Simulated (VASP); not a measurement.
# C (P6_3/mmc) in VASP: a series of runs

Runs on C. Level: LDA. Tasks: single point.

All numbers are computed with VASP 6.6.1; they aren't measurements. Logs are shortened: lines on timing, memory, paths and dates and some standing lists are left out, and cuts for length are marked.

## Step 1: The cell of the first run

The structure is hexagonal, space group P6_3/mmc (No. 194). The conventional cell has a = 2.548 Å, b = 2.548 Å, c = 7.831 Å, α = 90.00°, β = 90.00°, γ = 120.00°. Within 1.9 Å of C (site symmetry 3m) lie 4 C at 1.43 to 1.56 Å. C (site symmetry 3m) has 4 C at 1.46 to 1.56 Å within 1.9 Å.

## Step 2: Single point, LDA (atoms displaced along a vibrational mode, the cell strained)

Contents of INCAR:

```
PREC     = Accurate       # precision mode
ENCUT    = 520            # plane-wave cutoff, eV
EDIFF    = 1E-6           # SCF threshold, eV
ISMEAR   = 0              # smearing method
SIGMA    = 0.05           # smearing width, eV
LREAL    = False          # projectors in reciprocal space
LASPH    = True           # aspherical terms in the spheres
NELM     = 100            # most SCF steps
ALGO     = Normal         # electronic algorithm
ISIF     = 2              # what is computed and relaxed
LWAVE    = False          # write WAVECAR
LCHARG   = True           # write CHGCAR
LELF     = True           # ELF
LVHAR    = True         
NBANDS   = 26             # bands
```

Contents of KPOINTS:

```
Automatic mesh
0
Gamma
  12 12 4
```

Contents of POSCAR:

```
C
1.0
    2.5477576841      0.0000000000      0.0000000000
   -1.2738788420      2.2064228771      0.0000000000
    0.0000000000      0.0000000000      7.8306598603
C
8
Direct
    0.0000000000      0.0000000000      0.0914756587
    0.0000000000      0.0000000000      0.5914756587
    0.0000000000      0.0000000000      0.4085243413
    0.0000000000      0.0000000000      0.9085243413
    0.3333333333      0.6666666667      0.1566801912
    0.6666666667      0.3333333333      0.6566801912
    0.3333333333      0.6666666667      0.3433198088
    0.6666666667      0.3333333333      0.8433198088
```

Potentials or basis: VASP PAW LDA potentials, release 64 (C).

Started as:

```bash
$ cat potpaw_LDA.64/C/POTCAR > POTCAR
$ mpirun -np 1 vasp_std > vasp.out
```

OUTCAR:

```text
PREC = Accurate
   ENCUT = 520
   EDIFF = 1E-6
   ISMEAR = 0
   LREAL = False
   LASPH = True
   NELM = 100
   ISIF = 2

 ion  position               nearest neighbor table
   1  0.000  0.000  0.091-   4 1.43   5 1.56   5 1.56   5 1.56
   2  0.000  0.000  0.591-   3 1.43   6 1.56   6 1.56   6 1.56
   3  0.000  0.000  0.409-   2 1.43   7 1.56   7 1.56   7 1.56
   4  0.000  0.000  0.909-   1 1.43   8 1.56   8 1.56   8 1.56
   5  0.333  0.667  0.157-   7 1.46   1 1.56   1 1.56   1 1.56
   6  0.667  0.333  0.657-   8 1.46   2 1.56   2 1.56   2 1.56
   7  0.333  0.667  0.343-   5 1.46   3 1.56   3 1.56   3 1.56
   8  0.667  0.333  0.843-   6 1.46   4 1.56   4 1.56   4 1.56

  LATTYP: Found a hexagonal cell.
 ALAT       =     2.5477576841
 C/A-ratio  =     3.0735496979

  Lattice vectors:

 A1 = (   2.5477576841,   0.0000000000,   0.0000000000)
 A2 = (  -1.2738788420,   2.2064228771,   0.0000000000)
 A3 = (   0.0000000000,   0.0000000000,   7.8306598603)

Analysis of symmetry for initial positions (statically):
=====================================================================
 Subroutine PRICEL returns:
 Original cell was already a primitive cell.

 Routine SETGRP: Setting up the symmetry group for a
 hexagonal supercell.

 Subroutine GETGRP returns: Found 24 space group operations
 (whereof 12 operations were pure point group operations)
 out of a pool of 24 trial point group operations.

The static configuration has the point symmetry D_3d.
 The point group associated with its full space group is D_6h.

Analysis of symmetry for dynamics (positions and initial velocities):
=====================================================================
 Subroutine PRICEL returns:
 Original cell was already a primitive cell.

 Routine SETGRP: Setting up the symmetry group for a
 hexagonal supercell.

 Subroutine GETGRP returns: Found 24 space group operations
 (whereof 12 operations were pure point group operations)
 out of a pool of 24 trial point group operations.

The dynamic configuration has the point symmetry D_3d.
 The point group associated with its full space group is D_6h.

 Subroutine INISYM returns: Found 24 space group operations
 (whereof 12 operations are pure point group operations),
 and found     1 'primitive' translations

----------------------------------------------------------------------------------------

                                     Primitive cell

  volume of cell :      44.0195

  direct lattice vectors                    reciprocal lattice vectors
     2.547757684  0.000000000  0.000000000     0.392502005  0.226611138  0.000000000
    -1.273878842  2.206422877  0.000000000     0.000000000  0.453222277  0.000000000
     0.000000000  0.000000000  7.830659860     0.000000000  0.000000000  0.127703159

  length of vectors
     2.547757684  2.547757684  7.830659860     0.453222277  0.453222277  0.127703159

  position of ions in fractional coordinates (direct lattice)
     0.000000000  0.000000000  0.091475659
     0.000000000  0.000000000  0.591475659
     0.000000000  0.000000000  0.408524341
     0.000000000  0.000000000  0.908524341
     0.333333333  0.666666667  0.156680191
     0.666666667  0.333333333  0.656680191
     0.333333333  0.666666667  0.343319809
     0.666666667  0.333333333  0.843319809

  ion indices of the primitive-cell ions
   primitive index   ion index
                 1           1
                 2           2
                 3           3
                 4           4
                 5           5
                 6           6
                 7           7
                 8           8

----------------------------------------------------------------------------------------

 KPOINTS: Automatic mesh

Automatic generation of k-mesh.
 Grid dimensions read from file:
 generate k-points for:   12   12    4

 Generating k-lattice:

  Cartesian coordinates                     Fractional coordinates (reciprocal lattice)
     0.032708500  0.018884262  0.000000000     0.083333333  0.000000000  0.000000000
     0.000000000  0.037768523  0.000000000     0.000000000  0.083333333  0.000000000
     0.000000000  0.000000000  0.031925790     0.000000000  0.000000000  0.250000000

  Length of vectors
     0.037768523  0.037768523  0.031925790

  Shift w.r.t. Gamma in fractional coordinates (k-lattice)
     0.000000000  0.000000000  0.000000000

 Subroutine IBZKPT returns following result:
 ===========================================

 Found     57 irreducible k-points:

 Following reciprocal coordinates:
            Coordinates               Weight
  0.000000  0.000000  0.000000      1.000000
  0.083333  0.000000  0.000000      6.000000
  0.166667 -0.000000  0.000000      6.000000
  0.250000  0.000000  0.000000      6.000000
  0.333333  0.000000  0.000000      6.000000
  0.416667  0.000000  0.000000      6.000000
[... 16 lines left out ...]
  0.250000  0.000000  0.250000     12.000000
  0.333333  0.000000  0.250000     12.000000
 [... further k-points ...]
   k-points           NKPTS =     57   k-points in BZ     NKDIM =     57   number of bands    NBANDS=     26
   number of dos      NEDOS =    301   number of ions     NIONS =      8
   total plane-waves  NPLWV =  24000
   dimension x,y,z NGX =    20 NGY =   20 NGZ =   60
   dimension x,y,z NGXF=    40 NGYF=   40 NGZF=  120
   ions per type =               8
   NGX,Y,Z   is equivalent  to a cutoff of  13.05, 13.05, 12.74 a.u.
   NGXF,Y,Z  is equivalent  to a cutoff of  26.10, 26.10, 25.48 a.u.
 SYSTEM =  unknown system
   PREC   = accura    normal or accurate (medium, high low for compatibility)
   ISTART =      0    job   : 0-new  1-cont  2-samecut
   ICHARG =      2    charge: 1-file 2-atom 10-const
   ISPIN  =      1    spin polarized calculation?
   LNONCOLLINEAR =      F non collinear calculations
   LSORBIT =      F    spin-orbit coupling
   LASPH  =      T    aspherical Exc in radial PAW
   ENCUT  =  520.0 eV  38.22 Ry    6.18 a.u.   4.74  4.74 14.56*2*pi/ulx,y,z
   NELM   =    100;   NELMIN=  2; NELMDL= -5     # of ELM steps
   EDIFF  = 0.1E-05   stopping-criterion for ELM
   LREAL  =      F    real-space projection
   EDIFFG = 0.1E-04   stopping-criterion for IOM
   NSW    =      0    number of steps for IOM
   IBRION =     -1    ionic relax: 0-MD 1-quasi-New 2-CG
   NFREE  =      0    steps in history (QN), initial steepest desc. (CG)
   ISIF   =      2    stress and relaxation
   ISYM   =      2    0-nonsym 1-usesym 2-fastsym
   POTIM  = 0.5000    time-step for ionic-motion
   TEBEG  =    0.0;   TEEND  =   0.0 temperature during run
   PSTRESS=    0.0 pullay stress
   NELECT =      32.0000    total number of electrons
   NUPDOWN=      -1.0000    fix difference up-down
   EMIN   =  10.00;   EMAX   =-10.00  energy-range for DOS
   EFERMI =   0.00;   METHOD = LEGACY
   ISMEAR =     0;   SIGMA  =   0.05  broadening in eV -4-tet -1-fermi 0-gaus
   EFERMI_NEDOS =   21; number of points for ismear=-14 and -15
   IALGO  =     38    algorithm
   IMIX   =      4    mixing-type and parameters
     AMIX     =   0.40;   BMIX     =  1.00
     AMIX_MAG =   1.60;   BMIX_MAG =  1.00
  volume/ion in A,a.u.               =       5.50        37.13
  Fermi-wavevector in a.u.,A,eV,Ry     =   1.472007  2.781689 29.481149  2.166803
  Thomas-Fermi vector in A             =   2.587074
   LORBIT       =      0    0 simple, 1 ext, 2 COOP (PROOUT), +10 PAW based schemes
   GGA     = CA    functional components
   LHFCALC =     F    Hartree Fock is set to
   AEXX    =    0.0000 exact exchange contribution
   IVDW    =     0    specifies the selected vdW correction
   LEPSILON=     F    determine dielectric tensor
   LRPA    =     F    only Hartree local field effects (RPA)
 non-spin polarized calculation
 Gauss-broadening in eV      SIGMA  =   0.05
  energy-cutoff  :      520.00
  volume of cell :       44.02
 maximum number of plane-waves:      1206
 NGX is ok and might be reduce to    20
   NGX =  9   NGY =  9   NGZ = 29

 number of electron      31.9999994 magnetization

 Free energy of the ion-electron system (eV)
  ---------------------------------------------------
  ext. energy  EPLUGINS =         0.00000000
  ---------------------------------------------------
  free energy    TOTEN  =       -80.20303089 eV

  energy without entropy =      -80.20303089  energy(sigma->0) =      -80.20303089

 E-fermi :  10.8630     XC(G=0): -13.6368

 val. band max:       10.5681094012   @ k =   0.0000   0.0000   0.0000
 cond. band min:      14.0235781233   @ k =   0.5000   0.0000   0.0000
 fundamental gap:      3.4554687221
 Fermi energy:        10.8629517981

 k-point     1 :       0.0000    0.0000    0.0000
  band No.  band energies     occupation
      1     -11.5974      2.00000
      2      -9.7569      2.00000
      3      -9.6345      2.00000
      4      -4.5404      2.00000
      5      -3.7638      2.00000
      6       3.9765      2.00000
[... 18 lines left out ...]
     25      18.1589      0.00000
     26      18.1590      0.00000

 k-point     2 :       0.0833    0.0000    0.0000
  band No.  band energies     occupation
      1     -11.4310      2.00000
      2      -9.5931      2.00000
      3      -9.4713      2.00000
      4      -4.3945      2.00000
      5      -3.6171      2.00000
      6       4.0017      2.00000
[... 18 lines left out ...]
     25      18.4795      0.00000
     26      18.6620      0.00000

 k-point     3 :       0.1667   -0.0000    0.0000
  band No.  band energies     occupation
      1     -10.9336      2.00000
      2      -9.1038      2.00000
      3      -8.9845      2.00000
      4      -3.9588      2.00000
      5      -3.1914      2.00000
      6       3.7180      2.00000
[... 572 lines left out ...]
 k-point    23 :       0.2500    0.0000    0.2500
  band No.  band energies     occupation
      1      -9.9941      2.00000
      2      -9.0562      2.00000
      3      -7.2048      2.00000
      4      -4.5407      2.00000
      5      -1.1606      2.00000
      6       1.5647      2.00000
[... 18 lines left out ...]
     25      21.1614      0.00000
     26      21.7838      0.00000

 k-point    24 :       0.3333    0.0000    0.2500
  band No.  band energies     occupation
      1      -8.8665      2.00000
      2      -7.9442      2.00000
      3      -6.1387      2.00000
      4      -3.6021      2.00000
      5      -1.2772      2.00000
      6      -0.2293      2.00000
[... 18 lines left out ...]
     25      21.6361      0.00000
     26      23.4449      0.00000

 [... further k-points ...]

------------------------ aborting loop because EDIFF is reached ----------------------------------------

  FORCE on cell =-STRESS in cart. coord.  units (eV):
  Direction    XX          YY          ZZ          XY          YZ          ZX
  --------------------------------------------------------------------------------------
  -------------------------------------------------------------------------------------
  Total       -7.3901546     -7.3901546     20.8231223     -0.0000000     -0.0000000      0.0000000
  in kB     -268.9793098   -268.9793097    757.8987684     -0.0000000     -0.0000000      0.0000000
  external PRESSURE =      73.3133830 kB  Pullay stress =       0.0000000 kB

 VOLUME and BASIS-vectors are now :
 -----------------------------------------------------------------------------
  energy-cutoff  :      520.00
  volume of cell :       44.02
      direct lattice vectors                 reciprocal lattice vectors
     2.547757684  0.000000000  0.000000000     0.392502005  0.226611138  0.000000000
    -1.273878842  2.206422877  0.000000000     0.000000000  0.453222277  0.000000000
     0.000000000  0.000000000  7.830659860     0.000000000  0.000000000  0.127703159

 POSITION                                       TOTAL-FORCE (eV/Angst)
 -----------------------------------------------------------------------------------
      0.00000      0.00000      0.71631        -0.000000      0.000000      1.649902
      0.00000      0.00000      4.63164         0.000000      0.000000      1.649902
      0.00000      0.00000      3.19902         0.000000      0.000000     -1.649902
      0.00000      0.00000      7.11435         0.000000     -0.000000     -1.649902
     -0.00000      1.47095      1.22691        -0.000000      0.000000     -1.508830
      1.27388      0.73547      5.14224         0.000000     -0.000000     -1.508830
     -0.00000      1.47095      2.68842        -0.000000      0.000000      1.508830
      1.27388      0.73547      6.60375        -0.000000     -0.000000      1.508830
 -----------------------------------------------------------------------------------
    total drift:                                0.000000      0.000000      0.000000

  FREE ENERGIE OF THE ION-ELECTRON SYSTEM (eV)
  ---------------------------------------------------
  free  energy   TOTEN  =       -80.2030308918 eV

  energy  without entropy=      -80.2030308918  energy(sigma->0) =      -80.20303089
```

Run time: 32 s. Hardware: 1 thread of Intel Xeon Platinum 8559C (Emerald Rapids), shared host; peak memory 0.16 GiB.

Results:

```
Free energy            : -80.2030 eV
Pressure               : 7.3 GPa
Largest force          : 1.650 eV/Å
Band gap on the k mesh : 3.46 eV (least direct gap 4.11 eV)
```

Forces in eV/Å, atoms in the order of the input:
```
C    0.000  0.000  1.650
C    0.000  0.000  1.650
C    0.000  0.000 -1.650
C    0.000  0.000 -1.650
C    0.000  0.000 -1.509
C    0.000  0.000 -1.509
C    0.000  0.000  1.509
C    0.000  0.000  1.509
```

Stress tensor (GPa, compression positive):
```
-26.90   0.00   0.00
  0.00 -26.90   0.00
  0.00   0.00  75.79
```

Caveat: the cell differs from its parent crystal (atoms displaced along a vibrational mode, the cell strained); the stress differs along the axes, from -27 to 76 GPa; forces of over 1 eV/Å act on the atoms, so gaps and moduli don't describe the material at rest.

[end of part 1 of 2]
